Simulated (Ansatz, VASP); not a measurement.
# SnO in VASP and in Ansatz

```xyz
2
Lattice="0.0000 2.7376 2.7376 2.7376 0.0000 2.7376 2.7376 2.7376 0.0000" Properties=species:S:1:pos:R:3 pbc="T T T"
Sn    0.0000    0.0000    0.0000
O     1.3688    1.3688    1.3688
```

Alike in both runs: task single point; functional PBEsol; k mesh 12 × 12 × 12; occupations fermi-dirac, width 0.08 eV; no spin polarisation.

```csv
,VASP,Ansatz
version,VASP 6.6.1,Ansatz 0.2.0
potentials or method,"VASP PAW PBE potentials, release 64 (Sn_d, O), cutoff 520 eV","all-electron LAPW, scalar-relativistic"
```

|  | VASP | Ansatz | Ansatz less VASP |
| --- | --- | --- | --- |
| gap on the k mesh at the Fermi level (eV) | none | none | - |
| pressure (GPa) | -3.3 | -3.3 | -0.03 |

VASP's potentials were made for PBE, not for PBEsol. A gap of «none» marks a metal or a gap that the smearing closes. Ansatz ran all-electron here, and VASP with PAW potentials.
